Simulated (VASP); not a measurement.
# MgO: relaxation of cell and atoms with PBE+D3(BJ)

Crystal: MgO.

```xyz
2
Lattice="0.0000 2.1267 2.1267 2.1267 0.0000 2.1267 2.1267 2.1267 0.0000" Properties=species:S:1:pos:R:3 pbc="T T T"
Mg    0.0000    0.0000    0.0000
O     2.1267    2.1267    2.1267
```

```
Program                : VASP 6.6.1
Task                   : relaxation of cell and atoms
Functional             : PBE
Dispersion             : D3(BJ)
Potentials or basis    : VASP PAW PBE potentials, release 64 (Mg, O)
Cutoff                 : 600 eV
k mesh                 : 10 × 10 × 10
Occupations            : gaussian, width 0.02 eV
Spin                   : no spin polarisation
Dipole correction      : no
Further INCAR settings : ALGO = Normal; EDIFF = 1e-07; IBRION = 2; EDIFFG = -0.02; NSW = 70; ISIF = 3
```

- Relaxed volume: 9.25 Å³/atom
- Relaxed cell: a = 2.969 Å, b = 2.969 Å, c = 2.969 Å, α = 60.00°, β = 60.00°, γ = 60.00°
- Space group after relaxing (to 0.05 Å): Fm-3m (No. 225)
- Energy gained by relaxing: 6.8 meV/atom
- Ionic steps: 3
- Pressure after relaxing: 0.0 GPa
- Band gap on the k mesh: 4.82 eV, direct
- Dispersion energy per atom: -0.296 eV

The path:
| step | energy change (eV) | largest force (eV/Å) | pressure (GPa) | volume (Å³) |
| --- | --- | --- | --- | --- |
| 1 | 0.0000 | 0.0000 | -5.83 | 19.24 |
| 2 | -0.0122 | 0.0000 | 2.07 | 18.28 |
| 3 | -0.0137 | 0.0000 | 0.00 | 18.51 |

Final structure:
```xyz
2
Lattice="0.0000 2.0994 2.0994 2.0994 0.0000 2.0994 2.0994 2.0994 0.0000" Properties=species:S:1:pos:R:3 pbc="T T T"
Mg    0.0000    0.0000    0.0000
O     2.0994    2.0994    2.0994
```

Levels at points of the mesh, in eV from the valence-band top:
```tsv
k point	band 1	band 2	band 3	band 4	band 5	band 6	band 7	band 8
(0.00, 0.00, 0.00)	-17.31	0.00	0.00	0.00	4.82	15.86	15.86	15.86
(0.50, 0.00, 0.00)	-16.00	-4.66	-0.66	-0.66	7.96	12.71	16.41	16.41
(0.50, 0.50, 0.00)	-15.74	-4.12	-1.36	-1.36	9.13	10.08	13.20	19.12
```

Wall time 31 s on 1 thread of Intel Xeon 8259CL, with other jobs on the host, peak memory 0.16 GiB.

A hybrid or GW would open this gap; PBE tends to underestimate it.
